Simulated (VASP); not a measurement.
# BAs (F-43m) in VASP: notebook

BAs is run at these levels: HSE06, PBE0; tasks: single point.

Program: VASP 6.6.1. These are calculated values, not measurements. Logs are shortened: lines on timing, memory, paths and dates and some standing lists are left out, and cuts for length are marked.

## Step 1: The cell of the first run

Symmetry: F-43m, No. 216, cubic system. The conventional cell has a = 4.784 Å, b = 4.784 Å, c = 4.784 Å, α = 90.00°, β = 90.00°, γ = 90.00°. B (site symmetry -43m) has 4 As at 2.07 Å within 2.7 Å. Within 2.7 Å of As (site symmetry -43m) lie 4 B at 2.07 Å.

## Step 2: Single point, HSE06

Contents of POSCAR:

```
BAs
1.0
    0.0000000000      2.3918676082      2.3918676082
    2.3918676082      0.0000000000      2.3918676082
    2.3918676082      2.3918676082      0.0000000000
B As
1 1
Direct
    0.0000000000      0.0000000000      0.0000000000
    0.2500000000      0.2500000000      0.2500000000
```

Contents of INCAR.step1:

```
SYSTEM = BAs
ALGO     = Normal         ! electronic algorithm
EDIFF    = 1E-5           ! SCF threshold, eV
ENCUT    = 520            ! plane-wave cutoff, eV
GGA      = PE             ! functional
ISIF     = 2              ! what is computed and relaxed
ISMEAR   = 0              ! smearing method
LASPH    = .True.         ! aspherical terms in the spheres
LCHARG   = .False.        ! write CHGCAR
LREAL    = .False.        ! projectors in reciprocal space
LWAVE    = .True.         ! write WAVECAR
NBANDS   = 11             ! bands
NELM     = 60             ! most SCF steps
PREC     = Accurate       ! precision mode
SIGMA    = 0.01           ! smearing width, eV
```

Contents of INCAR.step2:

```
SYSTEM = BAs
ALGO     = Normal         ! electronic algorithm
EDIFF    = 1E-7           ! SCF threshold, eV
ENCUT    = 520            ! plane-wave cutoff, eV
GGA      = PE             ! functional
HFSCREEN = 0.2079         ! screening, 1/A
ISIF     = 2              ! what is computed and relaxed
ISMEAR   = 0              ! smearing method
ISTART   = 1            
LASPH    = .True.         ! aspherical terms in the spheres
LCHARG   = .False.        ! write CHGCAR
LHFCALC  = .True.         ! exact exchange
LREAL    = .False.        ! projectors in reciprocal space
LWAVE    = .False.        ! write WAVECAR
NBANDS   = 11             ! bands
NELM     = 60             ! most SCF steps
PREC     = Accurate       ! precision mode
PRECFOCK = Normal       
SIGMA    = 0.01           ! smearing width, eV
```

Contents of KPOINTS:

```
k-points
0
Gamma
  6 6 6
  0 0 0
```

Potentials or basis: VASP PAW PBE potentials, release 64 (B, As).

The run is started by

```console
$ cat potpaw_PBE.64/B/POTCAR potpaw_PBE.64/As/POTCAR > POTCAR
$ cp INCAR.step1 INCAR
$ mpirun -np 1 vasp_std > vasp.out
$ cp INCAR.step2 INCAR
$ mpirun -np 1 vasp_std > vasp.out
```

OUTCAR:

```text
SYSTEM = BAs
   EDIFF = 1E-7
   ENCUT = 520
   GGA = PE
   HFSCREEN = 0.2079
   ISIF = 2
   ISMEAR = 0
   ISTART = 1
   LASPH = .True.
   LHFCALC = .True.
   LREAL = .False.
   NELM = 60
   PREC = Accurate
   PRECFOCK = Normal

 ion  position               nearest neighbor table
   1  0.000  0.000  0.000-   2 2.07   2 2.07   2 2.07   2 2.07
   2  0.250  0.250  0.250-   1 2.07   1 2.07   1 2.07   1 2.07

  LATTYP: Found a face centered cubic cell.
 ALAT       =     4.7837352164

  Lattice vectors:

 A1 = (   0.0000000000,   2.3918676082,   2.3918676082)
 A2 = (   2.3918676082,   0.0000000000,   2.3918676082)
 A3 = (   2.3918676082,   2.3918676082,   0.0000000000)

Analysis of symmetry for initial positions (statically):
=====================================================================
 Subroutine PRICEL returns:
 Original cell was already a primitive cell.

 Routine SETGRP: Setting up the symmetry group for a
 face centered cubic supercell.

 Subroutine GETGRP returns: Found 24 space group operations
 (whereof 24 operations were pure point group operations)
 out of a pool of 48 trial point group operations.

The static configuration has the point symmetry T_d .

Analysis of symmetry for dynamics (positions and initial velocities):
=====================================================================
 Subroutine PRICEL returns:
 Original cell was already a primitive cell.

 Routine SETGRP: Setting up the symmetry group for a
 face centered cubic supercell.

 Subroutine GETGRP returns: Found 24 space group operations
 (whereof 24 operations were pure point group operations)
 out of a pool of 48 trial point group operations.

The dynamic configuration has the point symmetry T_d .

 Subroutine INISYM returns: Found 24 space group operations
 (whereof 24 operations are pure point group operations),
 and found     1 'primitive' translations

----------------------------------------------------------------------------------------

                                     Primitive cell

  volume of cell :      27.3679

  direct lattice vectors                    reciprocal lattice vectors
     0.000000000  2.391867608  2.391867608    -0.209041670  0.209041670  0.209041670
     2.391867608  0.000000000  2.391867608     0.209041670 -0.209041670  0.209041670
     2.391867608  2.391867608  0.000000000     0.209041670  0.209041670 -0.209041670

  length of vectors
     3.382611611  3.382611611  3.382611611     0.362070794  0.362070794  0.362070794

  position of ions in fractional coordinates (direct lattice)
     0.000000000  0.000000000  0.000000000
     0.250000000  0.250000000  0.250000000

  ion indices of the primitive-cell ions
   primitive index   ion index
                 1           1
                 2           2

----------------------------------------------------------------------------------------

 KPOINTS: k-points

Automatic generation of k-mesh.
 Grid dimensions read from file:
 generate k-points for:    6    6    6

 Generating k-lattice:

  Cartesian coordinates                     Fractional coordinates (reciprocal lattice)
    -0.034840278  0.034840278  0.034840278     0.166666667  0.000000000  0.000000000
     0.034840278 -0.034840278  0.034840278     0.000000000  0.166666667  0.000000000
     0.034840278  0.034840278 -0.034840278     0.000000000  0.000000000  0.166666667

  Length of vectors
     0.060345132  0.060345132  0.060345132

  Shift w.r.t. Gamma in fractional coordinates (k-lattice)
     0.000000000  0.000000000  0.000000000

 Subroutine IBZKPT returns following result:
 ===========================================

 Found     16 irreducible k-points:

 Following reciprocal coordinates:
            Coordinates               Weight
  0.000000  0.000000  0.000000      1.000000
  0.166667  0.000000  0.000000      8.000000
  0.333333  0.000000  0.000000      8.000000
  0.500000  0.000000  0.000000      4.000000
  0.166667  0.166667  0.000000      6.000000
  0.333333  0.166667  0.000000     24.000000
[... 8 lines left out ...]
 -0.333333  0.333333  0.166667     24.000000
 -0.333333  0.500000  0.166667     12.000000
   k-points           NKPTS =     16   k-points in BZ     NKDIM =    216   number of bands    NBANDS=     11
   number of dos      NEDOS =    301   number of ions     NIONS =      2
   total plane-waves  NPLWV =  21952
   dimension x,y,z NGX =    28 NGY =   28 NGZ =   28
   dimension x,y,z NGXF=    56 NGYF=   56 NGZF=   56
   ions per type =               1   1
   NGX,Y,Z   is equivalent  to a cutoff of  13.76, 13.76, 13.76 a.u.
   NGXF,Y,Z  is equivalent  to a cutoff of  27.52, 27.52, 27.52 a.u.
 SYSTEM =  BAs
   PREC   = accura    normal or accurate (medium, high low for compatibility)
   ISTART =      1    job   : 0-new  1-cont  2-samecut
   ICHARG =      0    charge: 1-file 2-atom 10-const
   ISPIN  =      1    spin polarized calculation?
   LNONCOLLINEAR =      F non collinear calculations
   LSORBIT =      F    spin-orbit coupling
   LASPH  =      T    aspherical Exc in radial PAW
   ENCUT  =  520.0 eV  38.22 Ry    6.18 a.u.   6.29  6.29  6.29*2*pi/ulx,y,z
   NELM   =     60;   NELMIN=  2; NELMDL=  0     # of ELM steps
   EDIFF  = 0.1E-06   stopping-criterion for ELM
   LREAL  =      F    real-space projection
   EDIFFG = 0.1E-05   stopping-criterion for IOM
   NSW    =      0    number of steps for IOM
   IBRION =     -1    ionic relax: 0-MD 1-quasi-New 2-CG
   NFREE  =      0    steps in history (QN), initial steepest desc. (CG)
   ISIF   =      2    stress and relaxation
   ISYM   =      3    0-nonsym 1-usesym 2-fastsym
   POTIM  = 0.5000    time-step for ionic-motion
   TEBEG  =    0.0;   TEEND  =   0.0 temperature during run
   PSTRESS=    0.0 pullay stress
   NELECT =       8.0000    total number of electrons
   NUPDOWN=      -1.0000    fix difference up-down
   EMIN   =  10.00;   EMAX   =-10.00  energy-range for DOS
   EFERMI =   0.00;   METHOD = LEGACY
   ISMEAR =     0;   SIGMA  =   0.01  broadening in eV -4-tet -1-fermi 0-gaus
   EFERMI_NEDOS =   21; number of points for ismear=-14 and -15
   IALGO  =     38    algorithm
   IMIX   =      1    mixing-type and parameters
     AMIX     =   0.40;   BMIX     =  1.00
     AMIX_MAG =   1.60;   BMIX_MAG =  1.00
  volume/ion in A,a.u.               =      13.68        92.34
  Fermi-wavevector in a.u.,A,eV,Ry     =   1.086487  2.053162 16.061039  1.180453
  Thomas-Fermi vector in A             =   2.222624
   LORBIT       =      0    0 simple, 1 ext, 2 COOP (PROOUT), +10 PAW based schemes
   GGA     = PE    functional components
   LHFCALC =     T    Hartree Fock is set to
   PRECFOCK=normal    Normal, Fast or Accurate (Low or Medium for compatibility)
   ENCUT4O =  -1.0   cutoff for four orbital integrals eV
   NKREDX  =     1    reduce k-point grid by
   NKREDY  =     1    reduce k-point grid by
   NKREDZ  =     1    reduce k-point grid by
   AEXX    =    0.2500 exact exchange contribution
   HFSCREEN=    0.2079 screening length (either q_TF or 0.3 A-1)
   HFSCREENC=   0.2079 screening length for correlation (either q_TF or 0.3 A-1)
   ENCUTFOCK=  -1.0 apply spherical cutoff to Coloumb kernel
   IVDW    =     0    specifies the selected vdW correction
   LEPSILON=     F    determine dielectric tensor
   LRPA    =     F    only Hartree local field effects (RPA)
 non-spin polarized calculation
 Gauss-broadening in eV      SIGMA  =   0.01
  energy-cutoff  :      520.00
  volume of cell :       27.37
 maximum number of plane-waves:       754
 NGX is ok and might be reduce to    28
  NGX = 20; NGY = 20; NGZ = 20

 number of electron       8.0000000 magnetization

 Free energy of the ion-electron system (eV)
  ---------------------------------------------------
  ext. energy  EPLUGINS =         0.00000000
  ---------------------------------------------------
  free energy    TOTEN  =       -13.24198608 eV

  energy without entropy =      -13.24198608  energy(sigma->0) =      -13.24198608

 E-fermi :   5.7235     XC(G=0):  -8.7458

 val. band max:        5.6686113413   @ k =   0.0000   0.0000   0.0000
 cond. band min:       7.6175957741   @ k =   0.3333   0.3333   0.0000
 fundamental gap:      1.9489844328
 Fermi energy:         5.7235244223

 k-point     1 :       0.0000    0.0000    0.0000
  band No.  band energies     occupation
      1     -11.2431      2.00000
      2       5.6686      2.00000
      3       5.6686      2.00000
      4       5.6686      2.00000
      5       9.7763      0.00000
      6       9.7763      0.00000
      7       9.7763      0.00000
      8      11.4864      0.00000
      9      16.2699      0.00000
     10      19.6995      0.00000
     11      19.6995      0.00000

 k-point     2 :       0.1667    0.0000    0.0000
  band No.  band energies     occupation
      1     -10.7453      2.00000
      2       2.4869      2.00000
      3       4.9487      2.00000
      4       4.9487      2.00000
      5       9.8456      0.00000
      6      10.7215      0.00000
      7      10.7215      0.00000
      8      13.4890      0.00000
      9      17.7769      0.00000
     10      17.9819      0.00000
     11      17.9819      0.00000

 k-point     3 :       0.3333    0.0000    0.0000
  band No.  band energies     occupation
      1      -9.3495      2.00000
      2      -1.7094      2.00000
      3       4.0306      2.00000
      4       4.0306      2.00000
      5       9.3858      0.00000
      6      11.4251      0.00000
      7      11.4251      0.00000
      8      15.5879      0.00000
      9      18.3034      0.00000
     10      18.8080      0.00000
     11      18.8080      0.00000
[... 155 lines left out ...]
 k-point    15 :      -0.3333    0.3333    0.1667
  band No.  band energies     occupation
      1      -6.9912      2.00000
      2      -3.2242      2.00000
      3      -0.2082      2.00000
      4       1.4955      2.00000
      5      10.8978      0.00000
      6      11.8443      0.00000
      7      14.3683      0.00000
      8      15.7064      0.00000
      9      17.0979      0.00000
     10      21.4669      0.00000
     11      23.4247      0.00000

 k-point    16 :      -0.3333    0.5000    0.1667
  band No.  band energies     occupation
      1      -6.4361      2.00000
      2      -3.4451      2.00000
      3       0.0890      2.00000
      4       0.3007      2.00000
      5      10.2586      0.00000
      6      10.5411      0.00000
      7      15.5391      0.00000
      8      15.7823      0.00000
      9      19.4406      0.00000
     10      22.7608      0.00000
     11      22.8339      0.00000

------------------------ aborting loop because EDIFF is reached ----------------------------------------

  FORCE on cell =-STRESS in cart. coord.  units (eV):
  Direction    XX          YY          ZZ          XY          YZ          ZX
  --------------------------------------------------------------------------------------
  -------------------------------------------------------------------------------------
  Total       -0.1981905     -0.1981905     -0.1981905     -0.0000000      0.0000000      0.0000000
  in kB      -11.6025089    -11.6025089    -11.6025089     -0.0000000      0.0000000      0.0000000
  external PRESSURE =     -11.6025089 kB  Pullay stress =       0.0000000 kB

 VOLUME and BASIS-vectors are now :
 -----------------------------------------------------------------------------
  energy-cutoff  :      520.00
  volume of cell :       27.37
      direct lattice vectors                 reciprocal lattice vectors
     0.000000000  2.391867608  2.391867608    -0.209041670  0.209041670  0.209041670
     2.391867608  0.000000000  2.391867608     0.209041670 -0.209041670  0.209041670
     2.391867608  2.391867608  0.000000000     0.209041670  0.209041670 -0.209041670

 POSITION                                       TOTAL-FORCE (eV/Angst)
 -----------------------------------------------------------------------------------
      0.00000      0.00000      0.00000         0.000000      0.000000      0.000000
      1.19593      1.19593      1.19593        -0.000000     -0.000000     -0.000000
 -----------------------------------------------------------------------------------
    total drift:                               -0.000000     -0.000000     -0.000000

  FREE ENERGIE OF THE ION-ELECTRON SYSTEM (eV)
  ---------------------------------------------------
  free  energy   TOTEN  =       -13.2419860795 eV

  energy  without entropy=      -13.2419860795  energy(sigma->0) =      -13.24198608
```

It took 22 min on 1 thread of AMD EPYC 7R13, shared host; peak memory 0.24 GiB.

Results:

```yaml
Free_energy: -13.2420 eV
Pressure: -1.2 GPa
Band_gap_on_the_k_mesh: 1.95 eV (least direct gap 4.11 eV)
```

Caveat: the PAW data sets were made with another functional, which shifts forces and pressure a little. A k mesh can miss the band edges.

## Step 3: Single point, PBE0

POSCAR is that of step 2.

Contents of INCAR.step1:

```
PREC     = Accurate       # precision mode
ENCUT    = 520            # plane-wave cutoff, eV
EDIFF    = 1E-5           # SCF threshold, eV
ISMEAR   = 0              # smearing method
SIGMA    = 0.01           # smearing width, eV
LREAL    = False          # projectors in reciprocal space
LASPH    = True           # aspherical terms in the spheres
NELM     = 80             # most SCF steps
ALGO     = Normal         # electronic algorithm
ISIF     = 2              # what is computed and relaxed
LWAVE    = True           # write WAVECAR
LCHARG   = False          # write CHGCAR
NBANDS   = 11             # bands
GGA      = PE             # functional
```

Contents of INCAR.step2:

```
PREC     = Accurate       # precision mode
ENCUT    = 520            # plane-wave cutoff, eV
EDIFF    = 1E-7           # SCF threshold, eV
ISMEAR   = 0              # smearing method
SIGMA    = 0.01           # smearing width, eV
LREAL    = False          # projectors in reciprocal space
LASPH    = True           # aspherical terms in the spheres
NELM     = 80             # most SCF steps
ALGO     = Normal         # electronic algorithm
ISIF     = 2              # what is computed and relaxed
LWAVE    = False          # write WAVECAR
LCHARG   = False          # write CHGCAR
GGA      = PE             # functional
LHFCALC  = True           # exact exchange
AEXX     = 0.25           # exact-exchange fraction
PRECFOCK = Normal       
NBANDS   = 11             # bands
ISTART   = 1
```

Contents of KPOINTS:

```
Automatic mesh
0
Gamma
  6 6 6
```

Potentials or basis: VASP PAW PBE potentials, release 64 (B, As).

The run is started by

```console
$ cat potpaw_PBE.64/B/POTCAR potpaw_PBE.64/As/POTCAR > POTCAR
$ cp INCAR.step1 INCAR
$ mpirun -np 1 vasp_std > vasp.out
$ cp INCAR.step2 INCAR
$ mpirun -np 1 vasp_std > vasp.out
```

It took 18 min on 1 thread of AMD EPYC 7R13, shared host; peak memory 0.14 GiB.

Results (log left out):

```yaml
Free_energy: -14.1731 eV
Pressure: -1.3 GPa
Band_gap_on_the_k_mesh: 2.65 eV (least direct gap 4.81 eV)
```

Levels at points of the mesh, in eV from the valence-band top:
```csv
k point,band 1,band 2,band 3,band 4,band 5,band 6,band 7,band 8
"(0.00, 0.00, 0.00)",-17.00,0.00,0.00,0.00,4.81,4.81,4.81,6.54
"(0.50, 0.00, 0.00)",-13.82,-9.74,-2.00,-2.00,4.25,6.42,6.42,10.75
"(0.50, 0.50, 0.00)",-12.32,-9.53,-4.48,-4.48,2.79,2.86,13.66,13.66
```

Caveat: the PAW data sets were made with another functional, which shifts forces and pressure a little.
